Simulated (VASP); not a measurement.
# AlAs in VASP: notebook

AlAs is run at these levels: PBE; tasks: single point.

Everything below comes from runs of VASP 6.6.1. Logs are shortened: lines on timing, memory, paths and dates and some standing lists are left out, and cuts for length are marked.

### Step 1. The cell of the first run

The cell holds a slab with vacuum, 12 atoms: a = 4.050 Å, b = 5.728 Å, c = 25.125 Å, α = 90.00°, β = 90.00°, γ = 90.00°.

### Step 2. Single point, PBE

INCAR

```
PREC = Accurate ; ENCUT = 520
EDIFF = 1E-7 ; ISMEAR = 0
SIGMA = 0.05 ; LREAL = False
LASPH = True ; NELM = 100
ALGO = Normal ; ISIF = 2
LWAVE = False ; LCHARG = False
LDIPOL = True ; IDIPOL = 3
DIPOL = 0.5 0.5 0.500 ; GGA = PE
NBANDS = 36
```

KPOINTS

```
Automatic mesh
0
Gamma
  7 5 1
```

POSCAR

```
AlAs
1.0
    4.0500342343      0.0000000000      0.0000000000
    0.0000000000      5.7276133423      0.0000000000
    0.0000000000      0.0000000000     25.1250855858
Al As
6 6
Direct
    0.5000000000      0.5000000000      0.2985064459
    0.0000000000      0.0000000000      0.3791038675
    0.5000000000      0.5000000000      0.4597012892
    0.0000000000      0.0000000000      0.5402987108
    0.5000000000      0.5000000000      0.6208961325
    0.0000000000      0.0000000000      0.7014935541
    0.0000000000      0.2500000000      0.2985064459
    0.5000000000      0.7500000000      0.3791038675
    0.0000000000      0.2500000000      0.4597012892
    0.5000000000      0.7500000000      0.5402987108
    0.0000000000      0.2500000000      0.6208961325
    0.5000000000      0.7500000000      0.7014935541
```

Potentials or basis: VASP PAW PBE potentials, release 64 (Al, As).

Started as:

```sh
$ cat potpaw_PBE.64/Al/POTCAR potpaw_PBE.64/As/POTCAR > POTCAR
$ mpirun -np 1 vasp_std > vasp.out
```

OUTCAR:

```text
PREC = Accurate
   ENCUT = 520
   EDIFF = 1E-7
   ISMEAR = 0
   LREAL = False
   LASPH = True
   NELM = 100
   ISIF = 2
   GGA = PE

 ion  position               nearest neighbor table
   1  0.500  0.500  0.299-   8 2.48   7 2.48   7 2.48
   2  0.000  0.000  0.379-   7 2.48   8 2.48   8 2.48   9 2.48
   3  0.500  0.500  0.460-  10 2.48   9 2.48   9 2.48   8 2.48
   4  0.000  0.000  0.540-   9 2.48  10 2.48  10 2.48  11 2.48
   5  0.500  0.500  0.621-  12 2.48  11 2.48  11 2.48  10 2.48
   6  0.000  0.000  0.701-  11 2.48  12 2.48  12 2.48
   7  0.000  0.250  0.299-   2 2.48   1 2.48   1 2.48
   8  0.500  0.750  0.379-   1 2.48   2 2.48   2 2.48   3 2.48
   9  0.000  0.250  0.460-   4 2.48   3 2.48   3 2.48   2 2.48
  10  0.500  0.750  0.540-   3 2.48   4 2.48   4 2.48   5 2.48
  11  0.000  0.250  0.621-   6 2.48   5 2.48   5 2.48   4 2.48
  12  0.500  0.750  0.701-   5 2.48   6 2.48   6 2.48

  LATTYP: Found a simple orthorhombic cell.
 ALAT       =     4.0500342343
 B/A-ratio  =     1.4142135624
 C/A-ratio  =     6.2036723969

  Lattice vectors:

 A1 = (   4.0500342343,   0.0000000000,   0.0000000000)
 A2 = (   0.0000000000,   5.7276133423,   0.0000000000)
 A3 = (   0.0000000000,   0.0000000000,  25.1250855858)

Analysis of symmetry for initial positions (statically):
=====================================================================
 Subroutine PRICEL returns:
 Original cell was already a primitive cell.

 Routine SETGRP: Setting up the symmetry group for a
 simple orthorhombic supercell.

 Subroutine GETGRP returns: Found  4 space group operations
 (whereof  2 operations were pure point group operations)
 out of a pool of  8 trial point group operations.

The static configuration has the point symmetry C_1h.
 The point group associated with its full space group is C_2v.

Analysis of symmetry for dynamics (positions and initial velocities):
=====================================================================
 Subroutine PRICEL returns:
 Original cell was already a primitive cell.

 Routine SETGRP: Setting up the symmetry group for a
 simple orthorhombic supercell.

 Subroutine GETGRP returns: Found  4 space group operations
 (whereof  2 operations were pure point group operations)
 out of a pool of  8 trial point group operations.

The dynamic configuration has the point symmetry C_1h.
 The point group associated with its full space group is C_2v.

 Subroutine INISYM returns: Found  4 space group operations
 (whereof  2 operations are pure point group operations),
 and found     1 'primitive' translations

----------------------------------------------------------------------------------------

                                     Primitive cell

  volume of cell :     582.8274

  direct lattice vectors                    reciprocal lattice vectors
     4.050034234  0.000000000  0.000000000     0.246911493  0.000000000  0.000000000
     0.000000000  5.727613342  0.000000000     0.000000000  0.174592791  0.000000000
     0.000000000  0.000000000 25.125085586     0.000000000  0.000000000  0.039800859

  length of vectors
     4.050034234  5.727613342 25.125085586     0.246911493  0.174592791  0.039800859

  position of ions in fractional coordinates (direct lattice)
     0.500000000  0.500000000  0.298506446
     0.000000000  0.000000000  0.379103867
     0.500000000  0.500000000  0.459701289
     0.000000000  0.000000000  0.540298711
     0.500000000  0.500000000  0.620896133
     0.000000000  0.000000000  0.701493554
     0.000000000  0.250000000  0.298506446
     0.500000000  0.750000000  0.379103867
     0.000000000  0.250000000  0.459701289
     0.500000000  0.750000000  0.540298711
     0.000000000  0.250000000  0.620896133
     0.500000000  0.750000000  0.701493554

  ion indices of the primitive-cell ions
   primitive index   ion index
                 1           1
                 2           2
                 3           3
                 4           4
                 5           5
                 6           6
                 7           7
                 8           8
                 9           9
                10          10
                11          11
                12          12

----------------------------------------------------------------------------------------

 KPOINTS: Automatic mesh

Automatic generation of k-mesh.
 Grid dimensions read from file:
 generate k-points for:    7    5    1

 Generating k-lattice:

  Cartesian coordinates                     Fractional coordinates (reciprocal lattice)
     0.035273070  0.000000000  0.000000000     0.142857143  0.000000000  0.000000000
     0.000000000  0.034918558  0.000000000     0.000000000  0.200000000  0.000000000
     0.000000000  0.000000000  0.039800859     0.000000000  0.000000000  1.000000000

  Length of vectors
     0.035273070  0.034918558  0.039800859

  Shift w.r.t. Gamma in fractional coordinates (k-lattice)
     0.000000000  0.000000000  0.000000000

 Subroutine IBZKPT returns following result:
 ===========================================

 Found     12 irreducible k-points:

 Following reciprocal coordinates:
            Coordinates               Weight
  0.000000  0.000000  0.000000      1.000000
  0.142857  0.000000  0.000000      2.000000
  0.285714  0.000000  0.000000      2.000000
  0.428571  0.000000  0.000000      2.000000
  0.000000  0.200000  0.000000      2.000000
  0.142857  0.200000  0.000000      4.000000
  0.285714  0.200000  0.000000      4.000000
  0.428571  0.200000  0.000000      4.000000
  0.000000  0.400000  0.000000      2.000000
  0.142857  0.400000  0.000000      4.000000
  0.285714  0.400000  0.000000      4.000000
  0.428571  0.400000  0.000000      4.000000
   k-points           NKPTS =     12   k-points in BZ     NKDIM =     12   number of bands    NBANDS=     36
   number of dos      NEDOS =    301   number of ions     NIONS =     12
   total plane-waves  NPLWV = 276480
   dimension x,y,z NGX =    30 NGY =   48 NGZ =  192
   dimension x,y,z NGXF=    60 NGYF=   96 NGZF=  384
   ions per type =               6   6
   NGX,Y,Z   is equivalent  to a cutoff of  12.31, 13.93, 12.70 a.u.
   NGXF,Y,Z  is equivalent  to a cutoff of  24.63, 27.86, 25.41 a.u.
 SYSTEM =  unknown system
   PREC   = accura    normal or accurate (medium, high low for compatibility)
   ISTART =      0    job   : 0-new  1-cont  2-samecut
   ICHARG =      2    charge: 1-file 2-atom 10-const
   ISPIN  =      1    spin polarized calculation?
   LNONCOLLINEAR =      F non collinear calculations
   LSORBIT =      F    spin-orbit coupling
   LASPH  =      T    aspherical Exc in radial PAW
   ENCUT  =  520.0 eV  38.22 Ry    6.18 a.u.   7.53 10.65 46.72*2*pi/ulx,y,z
   NELM   =    100;   NELMIN=  2; NELMDL= -5     # of ELM steps
   EDIFF  = 0.1E-06   stopping-criterion for ELM
   LREAL  =      F    real-space projection
   EDIFFG = 0.1E-05   stopping-criterion for IOM
   NSW    =      0    number of steps for IOM
   IBRION =     -1    ionic relax: 0-MD 1-quasi-New 2-CG
   NFREE  =      0    steps in history (QN), initial steepest desc. (CG)
   ISIF   =      2    stress and relaxation
   ISYM   =      2    0-nonsym 1-usesym 2-fastsym
   POTIM  = 0.5000    time-step for ionic-motion
   TEBEG  =    0.0;   TEEND  =   0.0 temperature during run
   PSTRESS=    0.0 pullay stress
   NELECT =      48.0000    total number of electrons
   NUPDOWN=      -1.0000    fix difference up-down
   EMIN   =  10.00;   EMAX   =-10.00  energy-range for DOS
   EFERMI =   0.00;   METHOD = LEGACY
   ISMEAR =     0;   SIGMA  =   0.05  broadening in eV -4-tet -1-fermi 0-gaus
   EFERMI_NEDOS =   21; number of points for ismear=-14 and -15
   IALGO  =     38    algorithm
   IMIX   =      4    mixing-type and parameters
     AMIX     =   0.40;   BMIX     =  1.00
     AMIX_MAG =   1.60;   BMIX_MAG =  1.00
  volume/ion in A,a.u.               =      48.57       327.76
  Fermi-wavevector in a.u.,A,eV,Ry     =   0.712266  1.345987  6.902538  0.507322
  Thomas-Fermi vector in A             =   1.799595
   LORBIT       =      0    0 simple, 1 ext, 2 COOP (PROOUT), +10 PAW based schemes
   GGA     = PE    functional components
   LHFCALC =     F    Hartree Fock is set to
   AEXX    =    0.0000 exact exchange contribution
   IVDW    =     0    specifies the selected vdW correction
   LEPSILON=     F    determine dielectric tensor
   LRPA    =     F    only Hartree local field effects (RPA)
 non-spin polarized calculation
 Gauss-broadening in eV      SIGMA  =   0.05
  energy-cutoff  :      520.00
  volume of cell :      582.83
 maximum number of plane-waves:     15759
 NGX is ok and might be reduce to    30
   NGX = 15   NGY = 21   NGZ = 93

 dipolmoment           0.000000      0.000000      0.000000 electrons x Angstroem

 number of electron      48.0000008 magnetization

 dipolmoment           0.000000      0.000000     -0.000000 electrons x Angstroem

 Free energy of the ion-electron system (eV)
  ---------------------------------------------------
  ext. energy  EPLUGINS =         0.00000000
  ---------------------------------------------------
  free energy    TOTEN  =       -52.84626245 eV

  energy without entropy =      -52.84626245  energy(sigma->0) =      -52.84626245

 E-fermi :  -0.4330     XC(G=0):  -4.9393

 val. band max:       -0.6960787228   @ k =   0.0000   0.2000   0.0000
 cond. band min:      -0.0071825899   @ k =   0.0000   0.0000   0.0000
 fundamental gap:      0.6888961329
 Fermi energy:        -0.4330461031

 k-point     1 :       0.0000    0.0000    0.0000
  band No.  band energies     occupation
      1     -12.3281      2.00000
      2     -11.8940      2.00000
      3     -11.2625      2.00000
      4     -10.7266      2.00000
      5     -10.4283      2.00000
      6     -10.3963      2.00000
[... 28 lines left out ...]
     35       3.5680      0.00000
     36       3.6417      0.00000

 k-point     2 :       0.1429    0.0000    0.0000
  band No.  band energies     occupation
      1     -12.2029      2.00000
      2     -11.7766      2.00000
      3     -11.1631      2.00000
      4     -10.6796      2.00000
      5     -10.3773      2.00000
      6     -10.3440      2.00000
[... 28 lines left out ...]
     35       3.4540      0.00000
     36       3.5625      0.00000

 k-point     3 :       0.2857    0.0000    0.0000
  band No.  band energies     occupation
      1     -11.8509      2.00000
      2     -11.4553      2.00000
      3     -10.9195      2.00000
      4     -10.6533      2.00000
      5     -10.2432      2.00000
      6     -10.2410      2.00000
[... 28 lines left out ...]
     35       3.8387      0.00000
     36       3.9147      0.00000
[... 274 lines left out ...]
 k-point    11 :       0.2857    0.4000    0.0000
  band No.  band energies     occupation
      1     -11.4853      2.00000
      2     -11.2275      2.00000
      3     -11.0476      2.00000
      4     -10.9591      2.00000
      5     -10.3789      2.00000
      6     -10.3440      2.00000
[... 28 lines left out ...]
     35       4.1053      0.00000
     36       4.1058      0.00000

 k-point    12 :       0.4286    0.4000    0.0000
  band No.  band energies     occupation
      1     -11.1682      2.00000
      2     -11.0470      2.00000
      3     -10.8473      2.00000
      4     -10.7948      2.00000
      5     -10.1433      2.00000
      6     -10.1290      2.00000
[... 28 lines left out ...]
     35       4.0665      0.00000
     36       4.1902      0.00000

------------------------ aborting loop because EDIFF is reached ----------------------------------------

 vacuum level on the upper side and lower side of the slab       (xc-potential included)        -0.058        -0.058

  FORCE on cell =-STRESS in cart. coord.  units (eV):
  Direction    XX          YY          ZZ          XY          YZ          ZX
  --------------------------------------------------------------------------------------
  -------------------------------------------------------------------------------------
  Total       -2.4448275     -2.5973924      0.1271890      0.0000000      0.0000000      0.0000000
  in kB       -6.7207676     -7.1401644      0.3496393      0.0000000      0.0000000      0.0000000
  external PRESSURE =      -4.5037642 kB  Pullay stress =       0.0000000 kB

 VOLUME and BASIS-vectors are now :
 -----------------------------------------------------------------------------
  energy-cutoff  :      520.00
  volume of cell :      582.83
      direct lattice vectors                 reciprocal lattice vectors
     4.050034234  0.000000000  0.000000000     0.246911493  0.000000000  0.000000000
     0.000000000  5.727613342  0.000000000     0.000000000  0.174592791  0.000000000
     0.000000000  0.000000000 25.125085586     0.000000000  0.000000000  0.039800859

 POSITION                                       TOTAL-FORCE (eV/Angst)
 -----------------------------------------------------------------------------------
      2.02502      2.86381      7.50000         0.000000     -1.124845      1.360288
      0.00000      0.00000      9.52502         0.000000      0.321855      0.104216
      2.02502      2.86381     11.55003         0.000000     -0.174567      0.123793
      0.00000      0.00000     13.57505         0.000000     -0.174567     -0.123793
      2.02502      2.86381     15.60007         0.000000      0.321855     -0.104216
      0.00000      0.00000     17.62509         0.000000     -1.124845     -1.360288
      0.00000      1.43190      7.50000         0.000000      0.376272     -1.186256
      2.02502      4.29571      9.52502         0.000000      0.540955     -0.510170
      0.00000      1.43190     11.55003         0.000000      0.060330      0.155150
      2.02502      4.29571     13.57505         0.000000      0.060330     -0.155150
      0.00000      1.43190     15.60007         0.000000      0.540955      0.510170
      2.02502      4.29571     17.62509         0.000000      0.376272      1.186256
 -----------------------------------------------------------------------------------
    total drift:                                0.000000     -0.000280     -0.000000

  FREE ENERGIE OF THE ION-ELECTRON SYSTEM (eV)
  ---------------------------------------------------
  free  energy   TOTEN  =       -52.8462624461 eV

  energy  without entropy=      -52.8462624461  energy(sigma->0) =      -52.84626245

 vacuum level on the upper side and lower side of the slab         4.061         4.061
```

It took 7.7 min on 1 thread of Intel Xeon Platinum 8375C at 2.90GHz (Ice Lake), shared host; peak memory 0.65 GiB.

Results:

| Item | Value |
| --- | --- |
| Free energy | -52.8463 eV |
| Largest force | 1.765 eV/Å |
| Band gap on the k mesh | 0.69 eV (least direct gap 0.78 eV) |

Forces in eV/Å, atoms in the order of the input:
```
Al   0.000 -1.125  1.360
Al   0.000  0.322  0.104
Al   0.000 -0.175  0.124
Al   0.000 -0.175 -0.124
Al   0.000  0.322 -0.104
Al   0.000 -1.125 -1.360
As   0.000  0.376 -1.186
As   0.000  0.541 -0.510
As   0.000  0.060  0.155
As   0.000  0.060 -0.155
As   0.000  0.541  0.510
As   0.000  0.376  1.186
```

Levels at points of the mesh, in eV from the valence-band top:
```
           k point  band 21  band 22  band 23  band 24  band 25  band 26  band 27  band 28
(0.00, 0.00, 0.00)    -0.18    -0.13    -0.13    -0.09     0.69     1.34     1.82     2.37
```

Caveat: semilocal functionals underestimate gaps, and a narrow one can read as zero.

### Step 3. Single point, PBE

INCAR

```
ALGO     = Normal         # electronic algorithm
DIPOL    = 0.5 0.5 0.500
EDIFF    = 1E-6           # SCF threshold, eV
ENCUT    = 520            # plane-wave cutoff, eV
GGA      = PE             # functional
IDIPOL   = 3            
ISIF     = 2              # what is computed and relaxed
ISMEAR   = 0              # smearing method
LASPH    = True           # aspherical terms in the spheres
LCHARG   = False          # write CHGCAR
LDIPOL   = True         
LREAL    = False          # projectors in reciprocal space
LWAVE    = False          # write WAVECAR
NBANDS   = 36             # bands
NELM     = 60             # most SCF steps
PREC     = Accurate       # precision mode
SIGMA    = 0.05           # smearing width, eV
```

KPOINTS

```
k-points
0
Gamma
  7 5 1
```

POSCAR

```
AlAs
1.0
    4.0500342343      0.0000000000      0.0000000000
    0.0000000000      5.7276133423      0.0000000000
    0.0000000000      0.0000000000     25.1250855858
Al As
6 6
Direct
    0.5000000000      0.4401587993      0.3185261793
    0.0000000000      0.0210170004      0.3748831762
    0.5000000000      0.5168735903      0.4612956295
    0.0000000000      0.0168668170      0.5386993095
    0.5000000000      0.5210151219      0.6251154668
    0.0000000000     -0.0598566316      0.6814769010
    0.0000000000      0.2376603024      0.2892793651
    0.5000000000      0.7700252533      0.3802383722
    0.0000000000      0.2642985275      0.4579276432
    0.5000000000      0.7642964577      0.5420711120
    0.0000000000      0.2700020822      0.6197648930
    0.5000000000      0.7376426796      0.7107219524
```

Potentials or basis: VASP PAW PBE potentials, release 64 (Al, As).

Started as:

```sh
$ cat potpaw_PBE.64/Al/POTCAR potpaw_PBE.64/As/POTCAR > POTCAR
$ mpirun -np 1 vasp_std > vasp.out
```

It took 6.8 min on 1 thread of Intel Xeon Platinum 8375C at 2.90GHz (Ice Lake), shared host; peak memory 0.66 GiB.

The run converged. Its results:

| Property | Result |
| --- | --- |
| Free energy | -54.2791 eV |
| Largest force | 0.026 eV/Å |
| Band gap on the k mesh | 1.07 eV (least direct gap 1.62 eV) |

Forces in eV/Å, atoms in the order of the input:
```
Al   0.000  0.006  0.002
Al   0.000  0.001  0.000
Al   0.000  0.002 -0.003
Al   0.000  0.002  0.004
Al   0.000  0.000  0.000
Al   0.000  0.006 -0.002
As   0.000 -0.009 -0.024
As   0.000  0.005 -0.003
As   0.000 -0.004  0.000
As   0.000 -0.005 -0.001
As   0.000  0.006  0.002
As   0.000 -0.009  0.024
```

Levels at points of the mesh, in eV from the valence-band top:
```tsv
k point	band 20	band 21	band 22	band 23	band 24	band 25	band 26	band 27	band 28	band 29
(0.00, 0.00, 0.00)	-0.55	-0.35	-0.26	-0.18	0.00	1.62	1.80	2.12	2.25	2.86
```
